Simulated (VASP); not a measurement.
SnO2:

```
Sn O
1.0
     4.95953    0.00000    0.00000
     0.00000    4.96005    0.00000
     0.00000    0.00000    3.35055
Sn O
2 4
Direct
  0.50000 0.50000 0.50000
  0.00000 0.00000 0.00000
  0.30599 0.30617 0.00000
  0.80599 0.19383 0.50000
  0.19401 0.80617 0.50000
  0.69401 0.69383 0.00000
```

```yaml
Program: VASP 6.6.1
Task: relaxation of the atoms
Functional: LDA
Potentials_or_basis: VASP PAW LDA potentials, release 64 (Sn_d, O)
Cutoff: 520 eV
k_mesh: 6 × 6 × 10
Occupations: gaussian, width 0.05 eV
Spin: no spin polarisation
```

At the start: pressure -21.5 GPa; volume 13.74 Å³/atom.

How do energy, volume and symmetry change on relaxing?

Over 3 steps the energy falls by 3.5 meV/atom at a fixed cell; space group P4_2/mnm (No. 136, to 0.1 Å) before and after.

Step by step:
```
step  energy change (eV)  largest force (eV/Å)  pressure (GPa)
   1              0.0000                0.3808          -21.52
   2             -0.0188                0.1292          -21.14
   3             -0.0211                0.0048          -20.89
```

Final structure:
```
Sn O
1.0
     4.95953    0.00000    0.00000
     0.00000    4.96005    0.00000
     0.00000    0.00000    3.35055
Sn O
2 4
Direct
  0.50000 0.50000 0.50000
  0.00000 0.00000 0.00000
  0.30997 0.31012 0.00000
  0.80997 0.18988 0.50000
  0.19003 0.81012 0.50000
  0.69003 0.68988 0.00000
```
